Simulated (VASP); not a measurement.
# TiAl3 (Imm2) in VASP: single point with PBE

Aim: the single point of TiAl3 with PBE.

Everything below comes from runs of VASP 6.6.1. Logs are shortened: lines on timing, memory, paths and dates and some standing lists are left out, and cuts for length are marked.

**1. The cell of the first run**

Symmetry: Imm2, No. 44, orthorhombic system. The conventional cell has a = 3.845 Å, b = 8.622 Å, c = 3.845 Å, α = 90.00°, β = 90.00°, γ = 90.00°. Ti (site symmetry mm2) has 12 Al at 2.72 to 2.95 Å within 3.6 Å. Within 3.6 Å of Al (site symmetry mm2) lie 4 Ti at 2.72 Å and 8 Al at 2.82 to 2.95 Å. Al (site symmetry m) has 8 Al at 2.72 to 2.95 Å and 4 Ti at 2.82 to 2.95 Å within 3.6 Å.

**2. Single point, PBE (atoms displaced along a vibrational mode)**

INCAR reads:

```
SYSTEM = TiAl3
ALGO = Fast
EDIFF = 1E-6
ENCUT = 520
GGA = PE
ISIF = 2
ISMEAR = 0
LASPH = .True.
LCHARG = .False.
LREAL = .False.
LWAVE = .False.
NBANDS = 18
NELM = 80
PREC = Accurate
SIGMA = 0.15
```

KPOINTS reads:

```
k-points
0
Gamma
  14 14 14
  0 0 0
```

POSCAR reads:

```
TiAl3
1.0
   -1.9225789803      1.9225789803      4.3111351100
    1.9225789803     -1.9225789803      4.3111351100
    1.9225789803      1.9225789803     -4.3111351100
Ti Al
1 3
Direct
    0.0000000000     -0.0106627326     -0.0106627326
    0.5000000000      0.4894247433     -0.0105752567
    0.7500000000      0.2647458181      0.5147458181
    0.2500000000      0.7647458181      0.5147458181
```

Potentials or basis: VASP PAW PBE potentials, release 64 (Ti_sv, Al).

On the command line:

```console
> cat potpaw_PBE.64/Ti_sv/POTCAR potpaw_PBE.64/Al/POTCAR > POTCAR
> mpirun -np 1 vasp_std > vasp.out
```

OUTCAR:

```text
SYSTEM = TiAl3
   EDIFF = 1E-6
   ENCUT = 520
   GGA = PE
   ISIF = 2
   ISMEAR = 0
   LASPH = .True.
   LREAL = .False.
   NELM = 80
   PREC = Accurate

 ion  position               nearest neighbor table
   1  0.000  0.989  0.989-   2 2.72   2 2.72   2 2.72   2 2.72   4 2.82   3 2.82   4 2.89   3 2.89
                             3 2.89   4 2.89   4 2.95   3 2.95
   2  0.500  0.489  0.989-   1 2.72   1 2.72   1 2.72   1 2.72   3 2.82   4 2.82   4 2.89   4 2.89
                             3 2.89   3 2.89   4 2.95   3 2.95
   3  0.750  0.265  0.515-   4 2.72   4 2.72   4 2.72   4 2.72   1 2.82   2 2.82   2 2.89   2 2.89
                             1 2.89   1 2.89   2 2.95   1 2.95
   4  0.250  0.765  0.515-   3 2.72   3 2.72   3 2.72   3 2.72   1 2.82   2 2.82   2 2.89   2 2.89
                             1 2.89   1 2.89   2 2.95   1 2.95

  LATTYP: Found a body centered tetragonal cell.
 ALAT       =     3.8451579606
 C/A-ratio  =     2.2423708748

  Lattice vectors:

 A1 = (  -1.9225789803,   1.9225789803,   4.3111351100)
 A2 = (   1.9225789803,  -1.9225789803,   4.3111351100)
 A3 = (   1.9225789803,   1.9225789803,  -4.3111351100)

Analysis of symmetry for initial positions (statically):
=====================================================================
 Subroutine PRICEL returns:
 Original cell was already a primitive cell.

 Routine SETGRP: Setting up the symmetry group for a
 body centered tetragonal supercell.

 Subroutine GETGRP returns: Found  4 space group operations
 (whereof  4 operations were pure point group operations)
 out of a pool of 16 trial point group operations.

The static configuration has the point symmetry C_2v.

Analysis of symmetry for dynamics (positions and initial velocities):
=====================================================================
 Subroutine PRICEL returns:
 Original cell was already a primitive cell.

 Routine SETGRP: Setting up the symmetry group for a
 body centered tetragonal supercell.

 Subroutine GETGRP returns: Found  4 space group operations
 (whereof  4 operations were pure point group operations)
 out of a pool of 16 trial point group operations.

The dynamic configuration has the point symmetry C_2v.

 Subroutine INISYM returns: Found  4 space group operations
 (whereof  4 operations are pure point group operations),
 and found     1 'primitive' translations

----------------------------------------------------------------------------------------

                                     Primitive cell

  volume of cell :      63.7412

  direct lattice vectors                    reciprocal lattice vectors
    -1.922578980  1.922578980  4.311135110     0.000000000  0.260067339  0.115978736
     1.922578980 -1.922578980  4.311135110     0.260067339  0.000000000  0.115978736
     1.922578980  1.922578980 -4.311135110     0.260067339  0.260067339  0.000000000

  length of vectors
     5.096911399  5.096911399  5.096911399     0.284756191  0.284756191  0.367790758

  position of ions in fractional coordinates (direct lattice)
     0.000000000  0.989337267  0.989337267
     0.500000000  0.489424743  0.989424743
     0.750000000  0.264745818  0.514745818
     0.250000000  0.764745818  0.514745818

  ion indices of the primitive-cell ions
   primitive index   ion index
                 1           1
                 2           2
                 3           3
                 4           4

----------------------------------------------------------------------------------------

 KPOINTS: k-points

Automatic generation of k-mesh.
 Grid dimensions read from file:
 generate k-points for:   14   14   14

 Generating k-lattice:

  Cartesian coordinates                     Fractional coordinates (reciprocal lattice)
     0.000000000  0.018576239  0.008284195     0.071428571  0.000000000  0.000000000
     0.018576239  0.000000000  0.008284195     0.000000000  0.071428571  0.000000000
     0.018576239  0.018576239  0.000000000     0.000000000  0.000000000  0.071428571

  Length of vectors
     0.020339728  0.020339728  0.026270768

  Shift w.r.t. Gamma in fractional coordinates (k-lattice)
     0.000000000  0.000000000  0.000000000

 Subroutine IBZKPT returns following result:
 ===========================================

 Found    428 irreducible k-points:

 Following reciprocal coordinates:
            Coordinates               Weight
  0.000000  0.000000  0.000000      1.000000
  0.071429  0.000000  0.000000      4.000000
  0.000000  0.071429  0.000000      4.000000
  0.142857  0.000000 -0.000000      4.000000
  0.000000  0.142857 -0.000000      4.000000
  0.214286  0.000000 -0.000000      4.000000
[... 16 lines left out ...]
  0.357143  0.071429 -0.000000      8.000000
  0.000000  0.428571 -0.071429      8.000000
 [... further k-points ...]
   k-points           NKPTS =    428   k-points in BZ     NKDIM =    428   number of bands    NBANDS=     18
   number of dos      NEDOS =    301   number of ions     NIONS =      4
   total plane-waves  NPLWV =  64000
   dimension x,y,z NGX =    40 NGY =   40 NGZ =   40
   dimension x,y,z NGXF=    80 NGYF=   80 NGZF=   80
   ions per type =               1   3
   NGX,Y,Z   is equivalent  to a cutoff of  13.05, 13.05, 13.05 a.u.
   NGXF,Y,Z  is equivalent  to a cutoff of  26.09, 26.09, 26.09 a.u.
 SYSTEM =  TiAl3
   PREC   = accura    normal or accurate (medium, high low for compatibility)
   ISTART =      0    job   : 0-new  1-cont  2-samecut
   ICHARG =      2    charge: 1-file 2-atom 10-const
   ISPIN  =      1    spin polarized calculation?
   LNONCOLLINEAR =      F non collinear calculations
   LSORBIT =      F    spin-orbit coupling
   LASPH  =      T    aspherical Exc in radial PAW
   ENCUT  =  520.0 eV  38.22 Ry    6.18 a.u.   9.48  9.48  9.48*2*pi/ulx,y,z
   NELM   =     80;   NELMIN=  2; NELMDL= -5     # of ELM steps
   EDIFF  = 0.1E-05   stopping-criterion for ELM
   LREAL  =      F    real-space projection
   EDIFFG = 0.1E-04   stopping-criterion for IOM
   NSW    =      0    number of steps for IOM
   IBRION =     -1    ionic relax: 0-MD 1-quasi-New 2-CG
   NFREE  =      0    steps in history (QN), initial steepest desc. (CG)
   ISIF   =      2    stress and relaxation
   ISYM   =      2    0-nonsym 1-usesym 2-fastsym
   POTIM  = 0.5000    time-step for ionic-motion
   TEBEG  =    0.0;   TEEND  =   0.0 temperature during run
   PSTRESS=    0.0 pullay stress
   NELECT =      21.0000    total number of electrons
   NUPDOWN=      -1.0000    fix difference up-down
   EMIN   =  10.00;   EMAX   =-10.00  energy-range for DOS
   EFERMI =   0.00;   METHOD = LEGACY
   ISMEAR =     0;   SIGMA  =   0.15  broadening in eV -4-tet -1-fermi 0-gaus
   EFERMI_NEDOS =   21; number of points for ismear=-14 and -15
   IALGO  =     68    algorithm
   IMIX   =      4    mixing-type and parameters
     AMIX     =   0.40;   BMIX     =  1.00
     AMIX_MAG =   1.60;   BMIX_MAG =  1.00
  volume/ion in A,a.u.               =      15.94       107.54
  Fermi-wavevector in a.u.,A,eV,Ry     =   1.130684  2.136683 17.394319  1.278446
  Thomas-Fermi vector in A             =   2.267381
   LORBIT       =      0    0 simple, 1 ext, 2 COOP (PROOUT), +10 PAW based schemes
   GGA     = PE    functional components
   LHFCALC =     F    Hartree Fock is set to
   AEXX    =    0.0000 exact exchange contribution
   IVDW    =     0    specifies the selected vdW correction
   LEPSILON=     F    determine dielectric tensor
   LRPA    =     F    only Hartree local field effects (RPA)
 non-spin polarized calculation
 RMM-DIIS sequential band-by-band and
 Gauss-broadening in eV      SIGMA  =   0.15
  energy-cutoff  :      520.00
  volume of cell :       63.74
 maximum number of plane-waves:      1746
 NGX is ok and might be reduce to    40
   NGX = 19   NGY = 19   NGZ = 19

 number of electron      21.0000000 magnetization

 Free energy of the ion-electron system (eV)
  ---------------------------------------------------
  ext. energy  EPLUGINS =         0.00000000
  ---------------------------------------------------
  free energy    TOTEN  =       -20.64422923 eV

  energy without entropy =      -20.62438023  energy(sigma->0) =      -20.63430473

 E-fermi :   8.1763     XC(G=0): -10.7174

 val. band max:        8.1755084043   @ k =  -0.2857   0.5000   0.5000
 cond. band min:       8.1786559831   @ k =  -0.2143  -0.2143   0.0714
 fundamental gap:      0.0031475788
 Fermi energy:         8.1763386036

 k-point     1 :       0.0000    0.0000    0.0000
  band No.  band energies     occupation
      1     -48.3271      2.00000
      2     -24.6402      2.00000
      3     -24.6394      2.00000
      4     -24.5614      2.00000
      5      -1.8572      2.00000
      6       5.3133      2.00000
[... 10 lines left out ...]
     17      11.9193      0.00000
     18      11.9685      0.00000

 k-point     2 :       0.0714    0.0000    0.0000
  band No.  band energies     occupation
      1     -48.3270      2.00000
      2     -24.6406      2.00000
      3     -24.6401      2.00000
      4     -24.5613      2.00000
      5      -1.7942      2.00000
      6       5.0059      2.00000
[... 10 lines left out ...]
     17      11.9891      0.00000
     18      12.3017      0.00000

 k-point     3 :       0.0000    0.0714    0.0000
  band No.  band energies     occupation
      1     -48.3270      2.00000
      2     -24.6415      2.00000
      3     -24.6393      2.00000
      4     -24.5613      2.00000
      5      -1.7942      2.00000
      6       5.0058      2.00000
[... 10 lines left out ...]
     17      11.9328      0.00000
     18      12.3372      0.00000

 k-point     4 :       0.1429    0.0000   -0.0000
  band No.  band energies     occupation
      1     -48.3268      2.00000
      2     -24.6442      2.00000
      3     -24.6399      2.00000
      4     -24.5612      2.00000
      5      -1.6061      2.00000
      6       4.6283      2.00000
[... 375 lines left out ...]
      4     -24.5607      2.00000
      5      -0.7298      2.00000
      6       3.3998      2.00000
[... 10 lines left out ...]
     17      12.7876      0.00000
     18      13.6092      0.00000

 k-point    23 :       0.3571    0.0714   -0.0000
  band No.  band energies     occupation
      1     -48.3260      2.00000
      2     -24.6601      2.00000
      3     -24.6400      2.00000
      4     -24.5604      2.00000
      5      -0.1776      2.00000
      6       2.6364      2.00000
[... 10 lines left out ...]
     17      13.1937      0.00000
     18      13.6899      0.00000

 k-point    24 :       0.0000    0.4286   -0.0714
  band No.  band energies     occupation
      1     -48.3260      2.00000
      2     -24.6610      2.00000
      3     -24.6392      2.00000
      4     -24.5604      2.00000
      5      -0.1777      2.00000
      6       2.6363      2.00000
[... 10 lines left out ...]
     17      13.2039      0.00000
     18      13.6540      0.00000

 [... further k-points ...]

------------------------ aborting loop because EDIFF is reached ----------------------------------------

  FORCE on cell =-STRESS in cart. coord.  units (eV):
  Direction    XX          YY          ZZ          XY          YZ          ZX
  --------------------------------------------------------------------------------------
  -------------------------------------------------------------------------------------
  Total        0.0415113     -0.0485288      0.0702553      0.0000000      0.0000000      0.0000000
  in kB        1.0434141     -1.2198049      1.7659156      0.0000000      0.0000000      0.0000000
  external PRESSURE =       0.5298416 kB  Pullay stress =       0.0000000 kB

 VOLUME and BASIS-vectors are now :
 -----------------------------------------------------------------------------
  energy-cutoff  :      520.00
  volume of cell :       63.74
      direct lattice vectors                 reciprocal lattice vectors
    -1.922578980  1.922578980  4.311135110     0.000000000  0.260067339  0.115978736
     1.922578980 -1.922578980  4.311135110     0.260067339  0.000000000  0.115978736
     1.922578980  1.922578980 -4.311135110     0.260067339  0.260067339  0.000000000

 POSITION                                       TOTAL-FORCE (eV/Angst)
 -----------------------------------------------------------------------------------
      3.80416      0.00000      0.00000         0.349948      0.000000     -0.000000
      1.88192      1.92258      0.00000         0.195686      0.000000     -0.000000
      0.05670      1.92258      2.15557        -0.272817      0.000000     -0.002797
      1.97928      0.00000      2.15557        -0.272817      0.000000      0.002797
 -----------------------------------------------------------------------------------
    total drift:                               -0.000370     -0.000000      0.000000

  FREE ENERGIE OF THE ION-ELECTRON SYSTEM (eV)
  ---------------------------------------------------
  free  energy   TOTEN  =       -20.6442292261 eV

  energy  without entropy=      -20.6243802271  energy(sigma->0) =      -20.63430473
```

Wall time 28 min (1 thread of Intel Xeon Platinum 8488C (Sapphire Rapids), shared host); peak memory 0.61 GiB.

Results:

* Free energy: -20.6442 eV
* Pressure: 0.1 GPa
* Largest force: 0.350 eV/Å
* Band gap on the k mesh: zero (an odd number of electrons rules out a gap without spin polarisation)

Forces on the atoms (eV/Å):
```
Ti   0.350  0.000  0.000
Al   0.196  0.000  0.000
Al  -0.273  0.000 -0.003
Al  -0.273  0.000  0.003
```

Stress tensor (GPa, compression positive):
```
 0.10  0.00  0.00
 0.00 -0.12  0.00
 0.00  0.00  0.18
```

Caveat: the cell differs from its parent crystal (atoms displaced along a vibrational mode).
